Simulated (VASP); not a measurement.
# Mg (P6_3/mmc) in VASP: a series of runs

The runs below take Mg through single point, relaxation of cell and atoms, with r2SCAN.

Program: VASP 6.6.1. These are calculated values, not measurements. Logs are shortened: lines on timing, memory, paths and dates and some standing lists are left out, and cuts for length are marked.

## 1. The cell of the first run

The structure is hexagonal, space group P6_3/mmc (No. 194). The conventional cell has a = 3.175 Å, b = 3.175 Å, c = 5.177 Å, α = 90.00°, β = 90.00°, γ = 120.00°. Mg (site symmetry -6m2) has 12 Mg at 3.17 Å within 4.2 Å.

## 2. Single point, r2SCAN

POSCAR

```
Mg
1.0
    3.1747810154      0.0000000000      0.0000000000
   -1.5873905077      2.7494410108      0.0000000000
    0.0000000000      0.0000000000      5.1766526384
Mg
2
Direct
    0.3333333333      0.6666666667      0.2500000000
    0.6666666667      0.3333333333      0.7500000000
```

INCAR.step1

```
  PREC = Accurate
  ENCUT = 520
  ISMEAR = 1
  SIGMA = 0.05
  LREAL = F
  LASPH = T
  NELM = 80
  NBANDS = 9
  GGA = PE
  ALGO = Normal
  EDIFF = 1E-4
  LWAVE = T
  LCHARG = F
```

INCAR.step2

```
  PREC = Accurate
  ENCUT = 520
  EDIFF = 1E-6
  ISMEAR = 1
  SIGMA = 0.05
  LREAL = F
  LASPH = T
  NELM = 80
  ALGO = Normal
  ISIF = 2
  LWAVE = F
  LCHARG = F
  METAGGA = R2SCAN
  LMIXTAU = T
  NBANDS = 9
  ISTART = 1
```

KPOINTS

```
Automatic mesh
0
Gamma
  9 9 5
```

Potentials or basis: VASP PAW PBE potentials, release 64 (Mg).

Launch:

```sh
cat potpaw_PBE.64/Mg/POTCAR > POTCAR
cp INCAR.step1 INCAR
mpirun -np 1 vasp_std > vasp.out
cp INCAR.step2 INCAR
mpirun -np 1 vasp_std > vasp.out
```

OUTCAR:

```text
PREC = Accurate
   ENCUT = 520
   EDIFF = 1E-6
   ISMEAR = 1
   LREAL = F
   LASPH = T
   NELM = 80
   ISIF = 2
   METAGGA = R2SCAN
   ISTART = 1

 ion  position               nearest neighbor table
   1  0.333  0.667  0.250-   2 3.17   2 3.17   2 3.17   2 3.17   2 3.17   2 3.17
   2  0.667  0.333  0.750-   1 3.17   1 3.17   1 3.17   1 3.17   1 3.17   1 3.17

  LATTYP: Found a hexagonal cell.
 ALAT       =     3.1747810154
 C/A-ratio  =     1.6305542377

  Lattice vectors:

 A1 = (   3.1747810154,   0.0000000000,   0.0000000000)
 A2 = (  -1.5873905077,   2.7494410108,   0.0000000000)
 A3 = (   0.0000000000,   0.0000000000,   5.1766526384)

Analysis of symmetry for initial positions (statically):
=====================================================================
 Subroutine PRICEL returns:
 Original cell was already a primitive cell.

 Routine SETGRP: Setting up the symmetry group for a
 hexagonal supercell.

 Subroutine GETGRP returns: Found 24 space group operations
 (whereof 12 operations were pure point group operations)
 out of a pool of 24 trial point group operations.

The static configuration has the point symmetry D_3d.
 The point group associated with its full space group is D_6h.

Analysis of symmetry for dynamics (positions and initial velocities):
=====================================================================
 Subroutine PRICEL returns:
 Original cell was already a primitive cell.

 Routine SETGRP: Setting up the symmetry group for a
 hexagonal supercell.

 Subroutine GETGRP returns: Found 24 space group operations
 (whereof 12 operations were pure point group operations)
 out of a pool of 24 trial point group operations.

The dynamic configuration has the point symmetry D_3d.
 The point group associated with its full space group is D_6h.

 Subroutine INISYM returns: Found 24 space group operations
 (whereof 12 operations are pure point group operations),
 and found     1 'primitive' translations

----------------------------------------------------------------------------------------

                                     Primitive cell

  volume of cell :      45.1863

  direct lattice vectors                    reciprocal lattice vectors
     3.174781015  0.000000000  0.000000000     0.314982355  0.181855147  0.000000000
    -1.587390508  2.749441011  0.000000000     0.000000000  0.363710295  0.000000000
     0.000000000  0.000000000  5.176652638     0.000000000  0.000000000  0.193175024

  length of vectors
     3.174781015  3.174781015  5.176652638     0.363710295  0.363710295  0.193175024

  position of ions in fractional coordinates (direct lattice)
     0.333333333  0.666666667  0.250000000
     0.666666667  0.333333333  0.750000000

  ion indices of the primitive-cell ions
   primitive index   ion index
                 1           1
                 2           2

----------------------------------------------------------------------------------------

 KPOINTS: Automatic mesh

Automatic generation of k-mesh.
 Grid dimensions read from file:
 generate k-points for:    9    9    5

 Generating k-lattice:

  Cartesian coordinates                     Fractional coordinates (reciprocal lattice)
     0.034998039  0.020206127  0.000000000     0.111111111  0.000000000  0.000000000
     0.000000000  0.040412255  0.000000000     0.000000000  0.111111111  0.000000000
     0.000000000  0.000000000  0.038635005     0.000000000  0.000000000  0.200000000

  Length of vectors
     0.040412255  0.040412255  0.038635005

  Shift w.r.t. Gamma in fractional coordinates (k-lattice)
     0.000000000  0.000000000  0.000000000

 Subroutine IBZKPT returns following result:
 ===========================================

 Found     36 irreducible k-points:

 Following reciprocal coordinates:
            Coordinates               Weight
  0.000000  0.000000  0.000000      1.000000
  0.111111 -0.000000  0.000000      6.000000
  0.222222 -0.000000  0.000000      6.000000
  0.333333 -0.000000  0.000000      6.000000
  0.444444 -0.000000  0.000000      6.000000
  0.111111  0.111111  0.000000      6.000000
[... 16 lines left out ...]
  0.333333  0.222222  0.200000     24.000000
  0.333333  0.333333  0.200000      4.000000
 [... further k-points ...]
   k-points           NKPTS =     36   k-points in BZ     NKDIM =     36   number of bands    NBANDS=      9
   number of dos      NEDOS =    301   number of ions     NIONS =      2
   total plane-waves  NPLWV =  23040
   dimension x,y,z NGX =    24 NGY =   24 NGZ =   40
   dimension x,y,z NGXF=    48 NGYF=   48 NGZF=   80
   ions per type =               2
   NGX,Y,Z   is equivalent  to a cutoff of  12.57, 12.57, 12.85 a.u.
   NGXF,Y,Z  is equivalent  to a cutoff of  25.13, 25.13, 25.69 a.u.
 SYSTEM =  unknown system
   PREC   = accura    normal or accurate (medium, high low for compatibility)
   ISTART =      1    job   : 0-new  1-cont  2-samecut
   ICHARG =      0    charge: 1-file 2-atom 10-const
   ISPIN  =      1    spin polarized calculation?
   LNONCOLLINEAR =      F non collinear calculations
   LSORBIT =      F    spin-orbit coupling
   LASPH  =      T    aspherical Exc in radial PAW
   ENCUT  =  520.0 eV  38.22 Ry    6.18 a.u.   5.90  5.90  9.63*2*pi/ulx,y,z
   NELM   =     80;   NELMIN=  2; NELMDL=  0     # of ELM steps
   EDIFF  = 0.1E-05   stopping-criterion for ELM
   LREAL  =      F    real-space projection
   EDIFFG = 0.1E-04   stopping-criterion for IOM
   NSW    =      0    number of steps for IOM
   IBRION =     -1    ionic relax: 0-MD 1-quasi-New 2-CG
   NFREE  =      0    steps in history (QN), initial steepest desc. (CG)
   ISIF   =      2    stress and relaxation
   ISYM   =      2    0-nonsym 1-usesym 2-fastsym
   POTIM  = 0.5000    time-step for ionic-motion
   TEBEG  =    0.0;   TEEND  =   0.0 temperature during run
   PSTRESS=    0.0 pullay stress
   NELECT =       4.0000    total number of electrons
   NUPDOWN=      -1.0000    fix difference up-down
   EMIN   =  10.00;   EMAX   =-10.00  energy-range for DOS
   EFERMI =   0.00;   METHOD = LEGACY
   ISMEAR =     1;   SIGMA  =   0.05  broadening in eV -4-tet -1-fermi 0-gaus
   EFERMI_NEDOS =   21; number of points for ismear=-14 and -15
   IALGO  =     38    algorithm
   IMIX   =      4    mixing-type and parameters
     AMIX     =   0.40;   BMIX     =  1.00
     AMIX_MAG =   1.60;   BMIX_MAG =  1.00
  volume/ion in A,a.u.               =      22.59       152.47
  Fermi-wavevector in a.u.,A,eV,Ry     =   0.729613  1.378768  7.242855  0.532335
  Thomas-Fermi vector in A             =   1.821378
   LORBIT       =      0    0 simple, 1 ext, 2 COOP (PROOUT), +10 PAW based schemes
   METAGGA = R2SCAN    functional components
   LHFCALC =     F    Hartree Fock is set to
   AEXX    =    0.0000 exact exchange contribution
   IVDW    =     0    specifies the selected vdW correction
   LEPSILON=     F    determine dielectric tensor
   LRPA    =     F    only Hartree local field effects (RPA)
 non-spin polarized calculation
 Methfessel and Paxton  Order N= 1 SIGMA  =   0.05
  energy-cutoff  :      520.00
  volume of cell :       45.19
 maximum number of plane-waves:      1230
 NGX is ok and might be reduce to    24
   NGX = 11   NGY = 11   NGZ = 19

 number of electron       4.0000000 magnetization

 Free energy of the ion-electron system (eV)
  ---------------------------------------------------
  ext. energy  EPLUGINS =         0.00000000
  ---------------------------------------------------
  free energy    TOTEN  =        -8.29159266 eV

  energy without entropy =       -8.29151401  energy(sigma->0) =       -8.29156644

 E-fermi :   2.7382     XC(G=0):  -9.0910

 val. band max:        2.7299739362   @ k =   0.4444  -0.0000   0.4000
 cond. band min:       2.7903493454   @ k =   0.3333   0.3333   0.4000
 fundamental gap:      0.0603754093
 Fermi energy:         2.7382006099

 k-point     1 :       0.0000    0.0000    0.0000
  band No.  band energies     occupation
      1      -4.7299      2.00000
      2       0.7721      2.00000
      3       1.4931      2.00000
      4      14.5763      0.00000
      5      14.5763      0.00000
      6      14.7789      0.00000
      7      14.7789      0.00000
      8      15.4013      0.00000
      9      17.3968      0.00000

 k-point     2 :       0.1111   -0.0000    0.0000
  band No.  band energies     occupation
      1      -4.4677      2.00000
      2       1.0144      2.00000
      3       1.7419      2.00000
      4      11.2204      0.00000
      5      12.9343      0.00000
      6      13.7177      0.00000
      7      16.2400      0.00000
      8      16.3323      0.00000
      9      16.6811      0.00000

 k-point     3 :       0.2222   -0.0000    0.0000
  band No.  band energies     occupation
      1      -3.6854      2.00000
      2       1.7418      2.00000
      3       2.4623      2.00000
      4       7.7204      0.00000
      5      11.6210      0.00000
      6      11.8331      0.00000
      7      12.7071      0.00000
      8      14.5459      0.00000
      9      16.3826      0.00000

 k-point     4 :       0.3333   -0.0000    0.0000
  band No.  band energies     occupation
      1      -2.3958      2.00000
      2       2.9562     -0.00000
      3       3.3320     -0.00000
      4       4.9282      0.00000
      5       9.5523      0.00000
      6       9.7509      0.00000
      7      10.7457      0.00000
      8      12.8819      0.00000
      9      15.3837      0.00000
[... 205 lines left out ...]
 k-point    22 :       0.2222    0.2222    0.2000
  band No.  band energies     occupation
      1      -1.3990      2.00000
      2       1.9658      2.00000
      3       5.1696      0.00000
      4       5.2010      0.00000
      5       6.9706      0.00000
      6       8.8823      0.00000
      7       9.0731      0.00000
      8      13.2106      0.00000
      9      13.6426      0.00000

 k-point    23 :       0.3333    0.2222    0.2000
  band No.  band energies     occupation
      1       0.3499      2.00000
      2       2.4646      2.00000
      3       3.7503      0.00000
      4       4.8412      0.00000
      5       6.1851      0.00000
      6       8.0036      0.00000
      7       9.0656      0.00000
      8      10.9432      0.00000
      9      13.0444      0.00000

 k-point    24 :       0.3333    0.3333    0.2000
  band No.  band energies     occupation
      1       2.1580      2.00000
      2       2.3481      2.00000
      3       2.3481      2.00000
      4       5.5268      0.00000
      5       6.0821      0.00000
      6       6.0822      0.00000
      7      10.0614      0.00000
      8      10.9962      0.00000
      9      10.9962      0.00000

 [... further k-points ...]

------------------------ aborting loop because EDIFF is reached ----------------------------------------

  FORCE on cell =-STRESS in cart. coord.  units (eV):
  Direction    XX          YY          ZZ          XY          YZ          ZX
  --------------------------------------------------------------------------------------
  -------------------------------------------------------------------------------------
  Total       -0.0790612     -0.0790612     -0.0897925      0.0000000      0.0000000     -0.0000000
  in kB       -2.8032828     -2.8032828     -3.1837817      0.0000000      0.0000000     -0.0000000
  external PRESSURE =      -2.9301158 kB  Pullay stress =       0.0000000 kB

 VOLUME and BASIS-vectors are now :
 -----------------------------------------------------------------------------
  energy-cutoff  :      520.00
  volume of cell :       45.19
      direct lattice vectors                 reciprocal lattice vectors
     3.174781015  0.000000000  0.000000000     0.314982355  0.181855147  0.000000000
    -1.587390508  2.749441011  0.000000000     0.000000000  0.363710295  0.000000000
     0.000000000  0.000000000  5.176652638     0.000000000  0.000000000  0.193175024

 POSITION                                       TOTAL-FORCE (eV/Angst)
 -----------------------------------------------------------------------------------
     -0.00000      1.83296      1.29416         0.000000     -0.000000      0.000000
      1.58739      0.91648      3.88249        -0.000000      0.000000      0.000000
 -----------------------------------------------------------------------------------
    total drift:                               -0.000000      0.000000     -0.000000

  FREE ENERGIE OF THE ION-ELECTRON SYSTEM (eV)
  ---------------------------------------------------
  free  energy   TOTEN  =        -8.2915926571 eV

  energy  without entropy=       -8.2915140131  energy(sigma->0) =       -8.29156644
```

Run time: 17 s. Hardware: 1 thread of Intel Xeon 6975P-C (Granite Rapids), shared host; peak memory 0.16 GiB.

What came out:

* Free energy: -8.2916 eV
* Pressure: -0.3 GPa
* Band gap on the k mesh: zero (bands 2 and 3 overlap by 2.19 eV)

Caveat: the PAW data sets were made with another functional, which shifts forces and pressure a little.

## 3. Relaxation of cell and atoms, r2SCAN

This run uses another cell than the first one, of 23.24 Å³/atom.

POSCAR

```
Mg
1.0
    3.2093000000      0.0000000000      0.0000000000
   -1.6046500000      2.7793353284      0.0000000000
    0.0000000000      0.0000000000      5.2103000000
Mg
2
Direct
    0.3333333333      0.6666666667      0.2500000000
    0.6666666667      0.3333333333      0.7500000000
```

INCAR.step1

```
PREC = Accurate ; ENCUT = 600
ISMEAR = 1 ; SIGMA = 0.05
LREAL = False ; LASPH = True
NELM = 100 ; GGA = PE
ALGO = Normal ; EDIFF = 1E-4
LWAVE = True ; LCHARG = False
```

INCAR.step2

```
PREC = Accurate ; ENCUT = 600
EDIFF = 1E-7 ; ISMEAR = 1
SIGMA = 0.05 ; LREAL = False
LASPH = True ; NELM = 100
ALGO = Normal ; ISIF = 3
LWAVE = False ; LCHARG = False
METAGGA = R2SCAN ; LMIXTAU = True
IBRION = 2 ; NSW = 80
EDIFFG = -0.03 ; ISTART = 1
```

KPOINTS is that of step 2.

Potentials or basis: VASP PAW PBE potentials, release 64 (Mg).

Launch:

```sh
cat potpaw_PBE.64/Mg/POTCAR > POTCAR
cp INCAR.step1 INCAR
mpirun -np 1 vasp_std > vasp.out
cp INCAR.step2 INCAR
mpirun -np 1 vasp_std > vasp.out
```

Wall time 58 s (1 thread of Intel Xeon 6975P-C (Granite Rapids), shared host); peak memory 0.2 GiB.

It converged, with:

```
Free energy                           : -8.2922 eV
Relaxed volume                        : 22.44 Å³/atom
Relaxed cell                          : a = 3.168 Å, b = 3.168 Å, c = 5.164 Å, α = 90.00°, β = 90.00°, γ = 120.00°
Space group after relaxing (to 0.1 Å) : P6_3/mmc (No. 194)
Energy gained by relaxing             : 3.6 meV/atom
Ionic steps                           : 3
Pressure after relaxing               : 0.0 GPa
Band gap on the k mesh                : zero (bands 2 and 3 overlap by 2.19 eV)
```

Step by step:
| step | energy change (eV) | largest force (eV/Å) | pressure (GPa) | volume (Å³) |
| --- | --- | --- | --- | --- |
| 1 | 0.0000 | 0.0000 | -1.34 | 46.47 |
| 2 | -0.0069 | 0.0000 | -0.28 | 45.18 |
| 3 | -0.0072 | 0.0000 | -0.02 | 44.88 |

Final structure:
```yaml
crystal:
  lattice:
    - [3.16775, 0.00000, 0.00000]
    - [-1.58388, 2.74336, 0.00000]
    - [0.00000, 0.00000, 5.16413]
  atoms:
    - { symbol: Mg, position: [0.33333, 0.66667, 0.25000] }
    - { symbol: Mg, position: [0.66667, 0.33333, 0.75000] }
```

Levels at points of the mesh, in eV from the Fermi level:
```
           k point  band 1  band 2  band 3  band 4  band 5  band 6
(0.00, 0.00, 0.00)   -7.50   -1.98   -1.24   11.88   11.88   12.09
```

Caveat: the PAW data sets were made with another functional, which shifts forces and pressure a little.

The gap in the log of VASP goes by the Fermi energy; the results here count the filled bands.